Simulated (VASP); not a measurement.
Write the native input for VASP 6.6.1 that does the following.

- Task: single point
- Functional: PBEsol
- Potentials or basis: VASP PAW PBE potentials, release 64 (Mg)
- Cutoff: 520 eV
- k mesh: 6 × 6 × 2
- Occupations: gaussian, width 0.1 eV
- Spin: no spin polarisation
- Dipole correction: no
- Further INCAR settings: ALGO = Normal; EDIFF = 1e-07; NBANDS = 12

The structure of Mg lies in POSCAR:

```
Mg
1.0
    3.1768261656      0.0000000000      0.0000000000
   -1.5884130828      2.7512121628      0.0000000000
    0.0000000000      0.0000000000     10.3188620100
Mg
4
Direct
    0.0000000000      0.0000000000      0.0000000000
    0.3333333300      0.6666666700      0.2500000000
    0.0000000000      0.0000000000      0.5000000000
    0.6666666700      0.3333333300      0.7500000000
```

These files were run (other wordings do the same):

INCAR

```
ALGO = Normal
EDIFF = 1E-7
ENCUT = 520
GGA = PS
ISIF = 2
ISMEAR = 0
LASPH = True
LCHARG = False
LREAL = False
LWAVE = False
NBANDS = 12
NELM = 80
PREC = Accurate
SIGMA = 0.1
```

KPOINTS

```
k-points
0
Gamma
  6 6 2
```

Potentials or basis: VASP PAW PBE potentials, release 64 (Mg).

Launch:

```bash
$ cat potpaw_PBE.64/Mg/POTCAR > POTCAR
$ mpirun -np 1 vasp_std > vasp.out
```

It gave:

The pressure is 0.0 GPa and the band gap on the k mesh is zero (band 4 reaches 2.98 eV, above the bottom of band 5 at 1.44 eV).

Caveat: the k points lie up to 0.38 Å⁻¹ apart; the PAW data sets were made with another functional, which shifts forces and pressure a little.

Wall time 10 s on 1 thread of Intel(R) Xeon(R) Platinum 8488C (Sapphire Rapids), on a shared host, peak memory 0.19 GiB.
